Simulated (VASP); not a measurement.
# TiSn3O8 in VASP: notebook, part 2 of 2

VASP 6.6.1. The steps go on from the part before.

**3. Single point, PBE**

The input, INCAR:

```
SYSTEM = TiSn3O8
PREC = Accurate
ENCUT = 520
EDIFF = 1E-6
ISMEAR = 0
SIGMA = 0.1
LREAL = .FALSE.
LASPH = .TRUE.
NELM = 80
ALGO = Normal
ISIF = 2
LWAVE = .FALSE.
LCHARG = .FALSE.
GGA = PE
NBANDS = 63
```

The input, KPOINTS:

```
regular mesh
0
G
  4 4 4
  0 0 0
```

The input, POSCAR:

```
TiSn3O8
1.0
   -3.1772486211     -3.3808538880      3.3860736263
   -3.1771335493      3.3807058301     -3.3860931600
    3.1770982808     -3.3757607259     -3.3811833694
Ti Sn O
1 3 8
Direct
    0.9999908295      0.9999858715      0.9999912458
    0.4999953846      0.4999992104      0.0000064702
    0.2511932743      0.7511886554      0.5000007059
    0.7488074317      0.2488090840      0.4999983653
    0.2997629846     -0.0001991264      0.2995525137
    0.8039777912      0.4996418768      0.3036098299
    0.2375083371      0.0483278324      0.8102715601
    0.7619519249      0.5727688890      0.8102780484
    0.7002464857      0.0002010994      0.7004466221
    0.1960218103      0.5003667524      0.6963960547
    0.2380474097      0.4272330832      0.1897231897
    0.7624963363      0.9516767718      0.1897253942
```

Potentials or basis: VASP PAW PBE potentials, release 64 (Ti_sv, Sn_d, O).

Started as:

```sh
$ cat potpaw_PBE.64/Ti_sv/POTCAR potpaw_PBE.64/Sn_d/POTCAR potpaw_PBE.64/O/POTCAR > POTCAR
$ mpirun -np 1 vasp_std > vasp.out
```

OUTCAR:

```text
SYSTEM = TiSn3O8
   PREC = Accurate
   ENCUT = 520
   EDIFF = 1E-6
   ISMEAR = 0
   LREAL = .FALSE.
   LASPH = .TRUE.
   NELM = 80
   ISIF = 2
   GGA = PE

 ion  position               nearest neighbor table
   1  1.000  1.000  1.000-   8 1.98  12 1.98   7 1.98  11 1.98   9 2.03   5 2.03   2 3.18   2 3.18

   2  0.500  0.500  0.000-   6 2.05  10 2.05  11 2.10   7 2.10  12 2.10   8 2.10   1 3.18   1 3.18
                             3 3.73   4 3.73   4 3.73   3 3.73   4 3.74   3 3.74   4 3.74   3 3.74
   3  0.251  0.751  0.500-  10 2.07   6 2.07   5 2.08   9 2.08  11 2.10   7 2.10   4 3.16   4 3.19
                             2 3.73   2 3.73   2 3.74   2 3.74
   4  0.749  0.249  0.500-   6 2.07  10 2.07   9 2.08   5 2.08  12 2.10   8 2.10   3 3.16   3 3.19
                             2 3.73   2 3.73   2 3.74   2 3.74
   5  0.300  1.000  0.300-   1 2.03   3 2.08   4 2.08
   6  0.804  0.500  0.304-   2 2.05   4 2.07   3 2.07
   7  0.238  0.048  0.810-   1 1.98   2 2.10   3 2.10
   8  0.762  0.573  0.810-   1 1.98   2 2.10   4 2.10
   9  0.700  0.000  0.700-   1 2.03   4 2.08   3 2.08
  10  0.196  0.500  0.696-   2 2.05   3 2.07   4 2.07
  11  0.238  0.427  0.190-   1 1.98   2 2.10   3 2.10
  12  0.762  0.952  0.190-   1 1.98   2 2.10   4 2.10

  LATTYP: Found a base centered monoclinic cell.
 ALAT       =    21.4059665742
 B/A-ratio  =     0.2968509808
[... 218 lines left out ...]
      6     -15.5890      2.00000
[... 1573 lines left out ...]
     62      13.5068      0.00000
     63      15.0380      0.00000

 [... further k-points ...]
[... 5 lines left out ...]
  --------------------------------------------------------------------------------------
  -------------------------------------------------------------------------------------
  Total        0.7483005      0.4869405      0.4763334     -0.0041614      0.0431150     -0.0007197
  in kB        8.2527835      5.3703222      5.2533397     -0.0458944      0.4755022     -0.0079375
  external PRESSURE =       6.2921484 kB  Pullay stress =       0.0000000 kB

 VOLUME and BASIS-vectors are now :
 -----------------------------------------------------------------------------
  energy-cutoff  :      520.00
  volume of cell :      145.27
      direct lattice vectors                 reciprocal lattice vectors
    -3.177248621 -3.380853888  3.386073626    -0.157368263 -0.147999690 -0.000107329
    -3.177133549  3.380705830 -3.386093160    -0.157371255 -0.000103450 -0.147769189
     3.177098281 -3.375760726 -3.381183369     0.000003906 -0.148110144 -0.147878163

 POSITION                                       TOTAL-FORCE (eV/Angst)
 -----------------------------------------------------------------------------------
     -3.17724     -3.37590     -3.38116        -0.000422     -0.000131     -0.000158
     -3.17715     -0.00008     -0.00004        -0.000408      0.000246      0.000117
     -1.59618      0.00242     -3.38363         0.003150      0.000264     -0.000083
     -1.58110     -3.37833      0.00244        -0.003587     -0.000105      0.000120
     -3.17721      1.35536     -3.38324         0.000116      0.026840     -0.000119
     -3.17727     -2.05390      0.00393         0.000038      0.013646     -0.000415
      1.66615     -3.37488     -2.09910         0.001606     -0.000479      0.014554
     -1.66634     -3.37499     -2.09912        -0.001249     -0.000358      0.014497
     -0.00011     -4.73129      0.00207         0.000281     -0.026652      0.000126
     -0.00002     -1.32199     -3.38519         0.000031     -0.013994      0.000514
     -1.51094     -0.00091     -1.28209         0.001719      0.000310     -0.014574
     -4.84347     -0.00102     -1.28209        -0.001274      0.000412     -0.014579
 -----------------------------------------------------------------------------------
    total drift:                                0.000002      0.000002     -0.000010

  FREE ENERGIE OF THE ION-ELECTRON SYSTEM (eV)
  ---------------------------------------------------
  free  energy   TOTEN  =       -82.5148931835 eV

  energy  without entropy=      -82.5148931835  energy(sigma->0) =      -82.51489318
```

OSZICAR:

```text
N       E                     dE             d eps       ncg     rms          rms(c)
DAV:   1     0.158883997409E+04    0.15888E+04   -0.48133E+04  5098   0.241E+03
DAV:   2     0.246305533817E+03   -0.13425E+04   -0.12672E+04  4759   0.754E+02
DAV:   3    -0.719362593283E+02   -0.31824E+03   -0.30801E+03  5265   0.275E+02
DAV:   4    -0.996041070190E+02   -0.27668E+02   -0.27401E+02  6041   0.901E+01
DAV:   5    -0.100652234257E+03   -0.10481E+01   -0.10466E+01  6563   0.165E+01    0.283E+01
DAV:   6    -0.822906774081E+02    0.18362E+02   -0.70706E+01  6557   0.812E+01    0.949E+00
DAV:   7    -0.827535739550E+02   -0.46290E+00   -0.10975E+01  5454   0.195E+01    0.747E+00
DAV:   8    -0.825325277606E+02    0.22105E+00   -0.64855E-01  5353   0.643E+00    0.409E+00
DAV:   9    -0.825354698294E+02   -0.29421E-02   -0.44270E-01  6199   0.387E+00    0.133E+00
DAV:  10    -0.825149886246E+02    0.20481E-01   -0.77287E-02  5892   0.227E+00    0.464E-01
DAV:  11    -0.825150446145E+02   -0.55990E-04   -0.20354E-02  6562   0.884E-01    0.196E-01
DAV:  12    -0.825149135432E+02    0.13107E-03   -0.37286E-03  6246   0.481E-01    0.932E-02
DAV:  13    -0.825149089802E+02    0.45630E-05   -0.50225E-04  5940   0.181E-01    0.520E-02
DAV:  14    -0.825148904475E+02    0.18533E-04   -0.21060E-04  6698   0.939E-02    0.207E-02
DAV:  15    -0.825148951776E+02   -0.47300E-05   -0.45716E-05  6685   0.547E-02    0.131E-02
DAV:  16    -0.825148931741E+02    0.20035E-05   -0.98459E-06  5187   0.273E-02    0.282E-03
DAV:  17    -0.825148931835E+02   -0.94788E-08   -0.11901E-06  3684   0.756E-03
   1 F= -.82514893E+02 E0= -.82514893E+02  d E =-.778043E-11
```

stdout:

```text
POSCAR found type information on POSCAR TiSnO
 POSCAR found :  3 types and      12 ions
 scaLAPACK will be used
 -----------------------------------------------------------------------------
|                                                                             |
|           W    W    AA    RRRRR   N    N  II  N    N   GGGG   !!!           |
[... 18 lines left out ...]
|                                                                             |
 -----------------------------------------------------------------------------

 LDA part: xc-table for (Slater+PW92), standard interpolation
 POSCAR, INCAR and KPOINTS ok, starting setup
 FFT: planning ... GRIDC
 FFT: planning ... GRID_SOFT
 FFT: planning ... GRID
 WAVECAR not read
 entering main loop
```

It took 15 min on 1 thread of Intel Xeon 8259CL, shared host; peak memory 0.47 GiB.

Results:

```
Free energy            : -82.5149 eV
Pressure               : 0.6 GPa
Largest force          : 0.027 eV/Å
Band gap on the k mesh : 1.71 eV
```

Forces on the atoms (eV/Å):
```
Ti   0.000  0.000  0.000
Sn   0.000  0.000  0.000
Sn   0.003  0.000  0.000
Sn  -0.004  0.000  0.000
O    0.000  0.027  0.000
O    0.000  0.014  0.000
O    0.002  0.000  0.015
O   -0.001  0.000  0.014
O    0.000 -0.027  0.000
O    0.000 -0.014  0.001
O    0.002  0.000 -0.015
O   -0.001  0.000 -0.015
```

Stress tensor (GPa, compression positive):
```
0.83 0.00 0.00
0.00 0.54 0.05
0.00 0.05 0.53
```

Caveat: spin-orbit coupling is left out, which moves the levels of the heavy elements.
